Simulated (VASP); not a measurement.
# Pt (Fm-3m) in VASP: further runs

The runs below take Pt through single point, with PBEsol.

All numbers are computed with VASP 6.6.1; they aren't measurements. Logs are shortened: lines on timing, memory, paths and dates and some standing lists are left out, and cuts for length are marked.

### 1 The cell of the first run

Symmetry: Fm-3m, No. 225, cubic system. The conventional cell has a = 3.733 Å, b = 3.733 Å, c = 3.733 Å, α = 90.00°, β = 90.00°, γ = 90.00°. Within 3.5 Å of Pt (site symmetry m-3m) lie 12 Pt at 2.64 Å.

### 2 Single point, PBEsol, collinear spin (13.01 Å³/atom)

Contents of INCAR:

```
SYSTEM = Pt
PREC = Accurate
ENCUT = 520
EDIFF = 1E-7
ISMEAR = 0
SIGMA = 0.15
LREAL = .False.
LASPH = .True.
NELM = 150
ALGO = Fast
ISIF = 2
LWAVE = .False.
LCHARG = .True.
ISPIN = 2
MAGMOM = 0.25
LORBIT = 11
NUPDOWN = 0.25
LMAXMIX = 4
GGA = PS
LELF = .True.
LVHAR = .True.
NBANDS = 15
```

Contents of KPOINTS:

```
regular mesh
0
Gamma
  22 22 22
  0 0 0
```

Contents of POSCAR:

```
Pt
1.0
    0.0000000000      1.8665426505      1.8665426505
    1.8665426505      0.0000000000      1.8665426505
    1.8665426505      1.8665426505      0.0000000000
Pt
1
Direct
    0.0000000000      0.0000000000      0.0000000000
```

Potentials or basis: VASP PAW PBE potentials, release 64 (Pt).

The run is started by

```console
$ cat potpaw_PBE.64/Pt/POTCAR > POTCAR
$ mpirun -np 1 vasp_std > vasp.out
```

OUTCAR:

```text
SYSTEM = Pt
   PREC = Accurate
   ENCUT = 520
   EDIFF = 1E-7
   ISMEAR = 0
   LREAL = .False.
   LASPH = .True.
   NELM = 150
   ISIF = 2
   ISPIN = 2
   LORBIT = 11
   NUPDOWN = 0.25
   GGA = PS

 ion  position               nearest neighbor table
   1  0.000  0.000  0.000-

  LATTYP: Found a face centered cubic cell.
 ALAT       =     3.7330853010

  Lattice vectors:

 A1 = (   0.0000000000,   1.8665426505,   1.8665426505)
 A2 = (   1.8665426505,   0.0000000000,   1.8665426505)
 A3 = (   1.8665426505,   1.8665426505,   0.0000000000)

Analysis of symmetry for initial positions (statically):
=====================================================================
 Subroutine PRICEL returns:
 Original cell was already a primitive cell.

 Routine SETGRP: Setting up the symmetry group for a
 face centered cubic supercell.

 Subroutine GETGRP returns: Found 48 space group operations
 (whereof 48 operations were pure point group operations)
 out of a pool of 48 trial point group operations.

The static configuration has the point symmetry O_h .

Analysis of symmetry for dynamics (positions and initial velocities):
=====================================================================
 Subroutine PRICEL returns:
 Original cell was already a primitive cell.

 Routine SETGRP: Setting up the symmetry group for a
 face centered cubic supercell.

 Subroutine GETGRP returns: Found 48 space group operations
 (whereof 48 operations were pure point group operations)
 out of a pool of 48 trial point group operations.

The dynamic configuration has the point symmetry O_h .

Analysis of structural, dynamic, and magnetic symmetry:
=====================================================================
 Subroutine PRICEL returns:
 Original cell was already a primitive cell.

 Routine SETGRP: Setting up the symmetry group for a
 face centered cubic supercell.

 Subroutine GETGRP returns: Found 48 space group operations
 (whereof 48 operations were pure point group operations)
 out of a pool of 48 trial point group operations.

The overall configuration has the point symmetry O_h .

 Subroutine INISYM returns: Found 48 space group operations
 (whereof 48 operations are pure point group operations),
 and found     1 'primitive' translations

----------------------------------------------------------------------------------------

                                     Primitive cell

  volume of cell :      13.0060

  direct lattice vectors                    reciprocal lattice vectors
     0.000000000  1.866542651  1.866542651    -0.267874940  0.267874940  0.267874940
     1.866542651  0.000000000  1.866542651     0.267874940 -0.267874940  0.267874940
     1.866542651  1.866542651  0.000000000     0.267874940  0.267874940 -0.267874940

  length of vectors
     2.639689931  2.639689931  2.639689931     0.463973006  0.463973006  0.463973006

  position of ions in fractional coordinates (direct lattice)
     0.000000000  0.000000000  0.000000000

  ion indices of the primitive-cell ions
   primitive index   ion index
                 1           1

----------------------------------------------------------------------------------------

 KPOINTS: regular mesh

Automatic generation of k-mesh.
 Grid dimensions read from file:
 generate k-points for:   22   22   22

 Generating k-lattice:

  Cartesian coordinates                     Fractional coordinates (reciprocal lattice)
    -0.012176134  0.012176134  0.012176134     0.045454545  0.000000000  0.000000000
     0.012176134 -0.012176134  0.012176134     0.000000000  0.045454545  0.000000000
     0.012176134  0.012176134 -0.012176134     0.000000000  0.000000000  0.045454545

  Length of vectors
     0.021089682  0.021089682  0.021089682

  Shift w.r.t. Gamma in fractional coordinates (k-lattice)
     0.000000000  0.000000000  0.000000000

 Subroutine IBZKPT returns following result:
 ===========================================

 Found    328 irreducible k-points:

 Following reciprocal coordinates:
            Coordinates               Weight
  0.000000  0.000000  0.000000      1.000000
  0.045455  0.000000  0.000000      8.000000
  0.090909  0.000000  0.000000      8.000000
  0.136364  0.000000  0.000000      8.000000
  0.181818  0.000000  0.000000      8.000000
  0.227273  0.000000  0.000000      8.000000
[... 16 lines left out ...]
  0.500000  0.045455  0.000000     24.000000
 -0.454545  0.045455  0.000000     24.000000
 [... further k-points ...]
   k-points           NKPTS =    328   k-points in BZ     NKDIM =    328   number of bands    NBANDS=     15
   number of dos      NEDOS =    301   number of ions     NIONS =      1
   total plane-waves  NPLWV =   8000
   dimension x,y,z NGX =    20 NGY =   20 NGZ =   20
   dimension x,y,z NGXF=    40 NGYF=   40 NGZF=   40
   ions per type =               1
   NGX,Y,Z   is equivalent  to a cutoff of  12.60, 12.60, 12.60 a.u.
   NGXF,Y,Z  is equivalent  to a cutoff of  25.19, 25.19, 25.19 a.u.
 SYSTEM =  Pt
   PREC   = accura    normal or accurate (medium, high low for compatibility)
   ISTART =      0    job   : 0-new  1-cont  2-samecut
   ICHARG =      2    charge: 1-file 2-atom 10-const
   ISPIN  =      2    spin polarized calculation?
   LNONCOLLINEAR =      F non collinear calculations
   LSORBIT =      F    spin-orbit coupling
   LASPH  =      T    aspherical Exc in radial PAW
   ENCUT  =  520.0 eV  38.22 Ry    6.18 a.u.   4.91  4.91  4.91*2*pi/ulx,y,z
   NELM   =    150;   NELMIN=  2; NELMDL= -5     # of ELM steps
   EDIFF  = 0.1E-06   stopping-criterion for ELM
   LREAL  =      F    real-space projection
   EDIFFG = 0.1E-05   stopping-criterion for IOM
   NSW    =      0    number of steps for IOM
   IBRION =     -1    ionic relax: 0-MD 1-quasi-New 2-CG
   NFREE  =      0    steps in history (QN), initial steepest desc. (CG)
   ISIF   =      2    stress and relaxation
   ISYM   =      2    0-nonsym 1-usesym 2-fastsym
   POTIM  = 0.5000    time-step for ionic-motion
   TEBEG  =    0.0;   TEEND  =   0.0 temperature during run
   PSTRESS=    0.0 pullay stress
   NELECT =      10.0000    total number of electrons
   NUPDOWN=       0.2500    fix difference up-down
   EMIN   =  10.00;   EMAX   =-10.00  energy-range for DOS
   EFERMI =   0.00;   METHOD = LEGACY
   ISMEAR =     0;   SIGMA  =   0.15  broadening in eV -4-tet -1-fermi 0-gaus
   EFERMI_NEDOS =   21; number of points for ismear=-14 and -15
   IALGO  =     68    algorithm
   IMIX   =      4    mixing-type and parameters
     AMIX     =   0.40;   BMIX     =  1.00
     AMIX_MAG =   1.60;   BMIX_MAG =  1.00
  volume/ion in A,a.u.               =      13.01        87.77
  Fermi-wavevector in a.u.,A,eV,Ry     =   1.499778  2.834169 30.604039  2.249333
  Thomas-Fermi vector in A             =   2.611364
   LORBIT       =     11    0 simple, 1 ext, 2 COOP (PROOUT), +10 PAW based schemes
   GGA     = PS    functional components
   LHFCALC =     F    Hartree Fock is set to
   AEXX    =    0.0000 exact exchange contribution
   IVDW    =     0    specifies the selected vdW correction
   LEPSILON=     F    determine dielectric tensor
   LRPA    =     F    only Hartree local field effects (RPA)
 spin polarized calculation
 RMM-DIIS sequential band-by-band and
 Gauss-broadening in eV      SIGMA  =   0.15
  energy-cutoff  :      520.00
  volume of cell :       13.01
 maximum number of plane-waves:       362
   NGX =  9   NGY =  9   NGZ =  9

 number of electron      10.0000000 magnetization       0.2500000

 Free energy of the ion-electron system (eV)
  ---------------------------------------------------
  ext. energy  EPLUGINS =         0.00000000
  ---------------------------------------------------
  free energy    TOTEN  =        -6.63171306 eV

  energy without entropy =       -6.61684355  energy(sigma->0) =       -6.62427831

 E-fermi :  14.1320     XC(G=0): -14.5161

 val. band max:       14.3170394238   @ k =  -0.4091   0.4091   0.1364
 cond. band min:      14.1324010536   @ k =   0.4091   0.0909   0.0000
 fundamental gap:     -0.1846383702
 Fermi energy:        14.3187657335

 spin component 1

 k-point     1 :       0.0000    0.0000    0.0000
  band No.  band energies     occupation
      1       2.0898      1.00000
      2       9.2835      1.00000
      3       9.2835      1.00000
      4       9.2835      1.00000
      5      12.0617      1.00000
      6      12.0617      1.00000
      7      28.2279      0.00000
      8      34.0553      0.00000
      9      34.0553      0.00000
     10      34.0553      0.00000
     11      39.9344      0.00000
     12      46.1219      0.00000
     13      46.1219      0.00000
     14      46.1219      0.00000
     15      49.7763      0.00000
[... 397 lines left out ...]
 k-point    24 :      -0.4545    0.0455    0.0000
  band No.  band energies     occupation
      1       5.1422      1.00000
      2       9.1399      1.00000
      3       9.2673      1.00000
      4      12.3418      1.00000
      5      14.0610      0.99245
      6      14.7687      0.00001
      7      21.3896      0.00000
      8      28.0662      0.00000
      9      33.8369      0.00000
     10      34.2794      0.00000
     11      44.5905      0.00000
     12      45.2333      0.00000
     13      46.1252      0.00000
     14      46.3065      0.00000
     15      46.3515      0.00000

 [... further k-points ...]

 spin component 2

 k-point     1 :       0.0000    0.0000    0.0000
  band No.  band energies     occupation
      1       2.1365      1.00000
      2       9.4525      1.00000
      3       9.4525      1.00000
      4       9.4525      1.00000
      5      12.2199      1.00000
      6      12.2199      1.00000
      7      28.2726      0.00000
      8      34.0946      0.00000
      9      34.0946      0.00000
     10      34.0946      0.00000
     11      39.9413      0.00000
     12      46.4081      0.00000
     13      46.4081      0.00000
     14      46.4081      0.00000
     15      49.8459      0.00000
[... 397 lines left out ...]
 k-point    24 :      -0.4545    0.0455    0.0000
  band No.  band energies     occupation
      1       5.2541      1.00000
      2       9.2879      1.00000
      3       9.4170      1.00000
      4      12.4083      1.00000
      5      14.2466      0.13994
      6      14.9208      0.00000
      7      21.5297      0.00000
      8      28.1004      0.00000
      9      33.9033      0.00000
     10      34.3461      0.00000
     11      44.6466      0.00000
     12      45.2868      0.00000
     13      46.1892      0.00000
     14      46.5845      0.00000
     15      46.6358      0.00000

 [... further k-points ...]

------------------------ aborting loop because EDIFF is reached ----------------------------------------

  FORCE on cell =-STRESS in cart. coord.  units (eV):
  Direction    XX          YY          ZZ          XY          YZ          ZX
  --------------------------------------------------------------------------------------
  -------------------------------------------------------------------------------------
  Total        5.0067277      5.0067277      5.0067277      0.0000000      0.0000000     -0.0000000
  in kB      616.7665379    616.7665379    616.7665379      0.0000000      0.0000000     -0.0000000
  external PRESSURE =     616.7665379 kB  Pullay stress =       0.0000000 kB

 VOLUME and BASIS-vectors are now :
 -----------------------------------------------------------------------------
  energy-cutoff  :      520.00
  volume of cell :       13.01
      direct lattice vectors                 reciprocal lattice vectors
     0.000000000  1.866542651  1.866542651    -0.267874940  0.267874940  0.267874940
     1.866542651  0.000000000  1.866542651     0.267874940 -0.267874940  0.267874940
     1.866542651  1.866542651  0.000000000     0.267874940  0.267874940 -0.267874940

 POSITION                                       TOTAL-FORCE (eV/Angst)
 -----------------------------------------------------------------------------------
      0.00000      0.00000      0.00000         0.000000      0.000000      0.000000
 -----------------------------------------------------------------------------------
    total drift:                                0.000000     -0.000000     -0.000000

  FREE ENERGIE OF THE ION-ELECTRON SYSTEM (eV)
  ---------------------------------------------------
  free  energy   TOTEN  =        -6.6317130615 eV

  energy  without entropy=       -6.6168435496  energy(sigma->0) =       -6.62427831

 total charge

# of ion       s       p       d       tot
------------------------------------------
    1        0.723   0.829   8.206   9.758

 magnetization (x)

# of ion       s       p       d       tot
------------------------------------------
    1       -0.000  -0.002   0.246   0.244
```

Wall time 56 s (1 thread of Intel Xeon 6975P-C (Granite Rapids), shared host); peak memory 0.21 GiB.

What came out:

| Quantity | Value |
| --- | --- |
| Free energy | -6.6317 eV |
| Pressure | 61.7 GPa |
| Net moment | 0.25 μB per cell |
| Site moments | Pt +0.24 μB |
| Valence electrons inside the program's atomic spheres | Pt 9.76 |

Caveat: the cell stands under pressure; the PAW data sets were made with another functional, which shifts forces and pressure a little; spin-orbit coupling is left out, which moves the levels of the heavy elements; the total moment is fixed, so each spin has its own Fermi level and the state may be an excited one.

### 3 Single point, PBEsol, collinear spin (13.01 Å³/atom)

Contents of INCAR:

```
SYSTEM = Pt
  PREC = Accurate
  ENCUT = 520
  EDIFF = 1E-6
  ISMEAR = 0
  SIGMA = 0.15
  LREAL = .False.
  LASPH = .True.
  NELM = 150
  ALGO = Normal
  ISIF = 2
  LWAVE = .False.
  LCHARG = .False.
  ISPIN = 2
  MAGMOM = 0.15
  LORBIT = 11
  NUPDOWN = 0.15
  LMAXMIX = 4
  GGA = PS
  NBANDS = 15
```

Contents of KPOINTS:

```
Automatic mesh
0
Gamma
  22 22 22
  0 0 0
```

POSCAR is that of step 2.

Potentials or basis: VASP PAW PBE potentials, release 64 (Pt).

The run is started by

```console
$ cat potpaw_PBE.64/Pt/POTCAR > POTCAR
$ mpirun -np 1 vasp_std > vasp.out
```

Run time: 44 s. Hardware: 1 thread of Intel Xeon 6975P-C (Granite Rapids), shared host; peak memory 0.21 GiB.

Results (log left out):

```
Free energy                                           : -6.6391 eV
Pressure                                              : 61.4 GPa
Net moment                                            : 0.15 μB per cell
Site moments                                          : Pt +0.15 μB
Valence electrons inside the program's atomic spheres : Pt 9.76
```

Caveat: the cell stands under pressure; the PAW data sets were made with another functional, which shifts forces and pressure a little; spin-orbit coupling is left out, which moves the levels of the heavy elements; the total moment is fixed, so each spin has its own Fermi level and the state may be an excited one.

### 4 Single point, PBEsol, collinear spin (13.01 Å³/atom)

Contents of INCAR:

```
PREC = Accurate ; ENCUT = 520
EDIFF = 1E-7 ; ISMEAR = 0
SIGMA = 0.15 ; LREAL = False
LASPH = True ; NELM = 150
ALGO = Fast ; ISIF = 2
LWAVE = False ; LCHARG = True
ISPIN = 2 ; MAGMOM = 0.05
LORBIT = 11 ; NUPDOWN = 0.05
LMAXMIX = 4 ; GGA = PS
LELF = True ; LVHAR = True
NBANDS = 15
```

Contents of KPOINTS:

```
regular mesh
0
Gamma
  22 22 22
```

POSCAR is that of step 3.

The run is started by

```console
$ cat potpaw_PBE.64/Pt/POTCAR > POTCAR
$ mpirun -np 1 vasp_std > vasp.out
```

Run time: 50 s. Hardware: 1 thread of Intel Xeon 6975P-C (Granite Rapids), shared host; peak memory 0.21 GiB.

It converged, with:

| Quantity | Value |
| --- | --- |
| Free energy | -6.6426 eV |
| Pressure | 61.2 GPa |
| Net moment | 0.05 μB per cell |
| Site moments | Pt +0.05 μB |
| Valence electrons inside the program's atomic spheres | Pt 9.76 |

Caveat: the cell stands under pressure; the PAW data sets were made with another functional, which shifts forces and pressure a little; spin-orbit coupling is left out, which moves the levels of the heavy elements; the total moment is fixed, so each spin has its own Fermi level and the state may be an excited one.

### 5 Single point, PBEsol, collinear spin (13.68 Å³/atom)

This run uses another cell than the first one, of 13.68 Å³/atom.

Contents of INCAR:

```
ALGO     = Normal         # electronic algorithm
EDIFF    = 1E-6           # SCF threshold, eV
ENCUT    = 520            # plane-wave cutoff, eV
GGA      = PS             # functional
ISIF     = 2              # what is computed and relaxed
ISMEAR   = 0              # smearing method
ISPIN    = 2              # spin polarisation
LASPH    = True           # aspherical terms in the spheres
LCHARG   = True           # write CHGCAR
LELF     = True           # ELF
LMAXMIX  = 4              # l up to which the mixer works
LORBIT   = 11             # projections on sites
LREAL    = False          # projectors in reciprocal space
LVHAR    = True         
LWAVE    = False          # write WAVECAR
MAGMOM   = 0.2            # initial moments
NBANDS   = 15             # bands
NELM     = 150            # most SCF steps
NUPDOWN  = 0.2            # fixed moment
PREC     = Accurate       # precision mode
SIGMA    = 0.15           # smearing width, eV
```

Contents of KPOINTS:

```
k-points
0
Gamma
  22 22 22
```

Contents of POSCAR:

```
Pt
1.0
    0.0000000000      1.8983364941      1.8983364941
    1.8983364941      0.0000000000      1.8983364941
    1.8983364941      1.8983364941      0.0000000000
Pt
1
Direct
    0.0000000000      0.0000000000      0.0000000000
```

The run is started by

```console
$ cat potpaw_PBE.64/Pt/POTCAR > POTCAR
$ mpirun -np 1 vasp_std > vasp.out
```

It took 44 s on 1 thread of Intel Xeon 6975P-C (Granite Rapids), shared host; peak memory 0.21 GiB.

It converged, with:

```yaml
Free_energy: -6.8372 eV
Pressure: 34.9 GPa
Net_moment: 0.20 μB per cell
Site_moments: Pt +0.20 μB
Valence_electrons_inside_the_program's_atomic_spheres: Pt 9.58
```

Caveat: the cell stands under pressure; the PAW data sets were made with another functional, which shifts forces and pressure a little; spin-orbit coupling is left out, which moves the levels of the heavy elements; the total moment is fixed, so each spin has its own Fermi level and the state may be an excited one.

### 6 Single point, PBEsol, collinear spin (13.68 Å³/atom)

This run uses another cell than the first one, of 13.68 Å³/atom.

Contents of INCAR:

```
SYSTEM = Pt
ALGO = Normal
EDIFF = 1E-7
ENCUT = 520
GGA = PS
ISIF = 2
ISMEAR = 0
ISPIN = 2
LASPH = .TRUE.
LCHARG = .TRUE.
LELF = .TRUE.
LMAXMIX = 4
LORBIT = 11
LREAL = .FALSE.
LVHAR = .TRUE.
LWAVE = .FALSE.
MAGMOM = 0.4
NBANDS = 15
NELM = 150
NUPDOWN = 0.4
PREC = Accurate
SIGMA = 0.15
```

Contents of KPOINTS:

```
k-points
0
G
  22 22 22
  0 0 0
```

POSCAR is that of step 5.

Potentials or basis: VASP PAW PBE potentials, release 64 (Pt).

The run is started by

```console
$ cat potpaw_PBE.64/Pt/POTCAR > POTCAR
$ mpirun -np 1 vasp_std > vasp.out
```

It took 51 s on 1 thread of Intel Xeon 6975P-C (Granite Rapids), shared host; peak memory 0.21 GiB.

Results (log left out):

```
Free energy                                           : -6.8177 eV
Pressure                                              : 35.7 GPa
Net moment                                            : 0.40 μB per cell
Site moments                                          : Pt +0.39 μB
Valence electrons inside the program's atomic spheres : Pt 9.58
```

Caveat: the cell stands under pressure; the PAW data sets were made with another functional, which shifts forces and pressure a little; spin-orbit coupling is left out, which moves the levels of the heavy elements; the total moment is fixed, so each spin has its own Fermi level and the state may be an excited one.

### 7 Summary

| fixed moment (μB) | cell | pressure (GPa) | moment (μB) |
| --- | --- | --- | --- |
| 0.25 | a = 2.640 Å, angles 60.0°, 1 atom | 61.7 | 0.25 |
| 0.15 | a = 2.640 Å, angles 60.0°, 1 atom | 61.4 | 0.15 |
| 0.05 | a = 2.640 Å, angles 60.0°, 1 atom | 61.2 | 0.05 |
| 0.2 | a = 2.685 Å, angles 60.0°, 1 atom | 34.9 | 0.20 |
| 0.4 | a = 2.685 Å, angles 60.0°, 1 atom | 35.7 | 0.40 |

Alike in all rows: task single point; level PBEsol; potentials or basis VASP PAW PBE potentials, release 64 (Pt); spin collinear; k mesh 22 × 22 × 22; cutoff (eV) 520; smearing gaussian 0.15 eV.

Caveats: the cell stands under pressure; the PAW data sets were made with another functional, which shifts forces and pressure a little; spin-orbit coupling is left out, which moves the levels of the heavy elements; the total moment is fixed, so each spin has its own Fermi level and the state may be an excited one.

Total energies depend on the potentials used, so only differences within one code and one set of settings carry meaning.
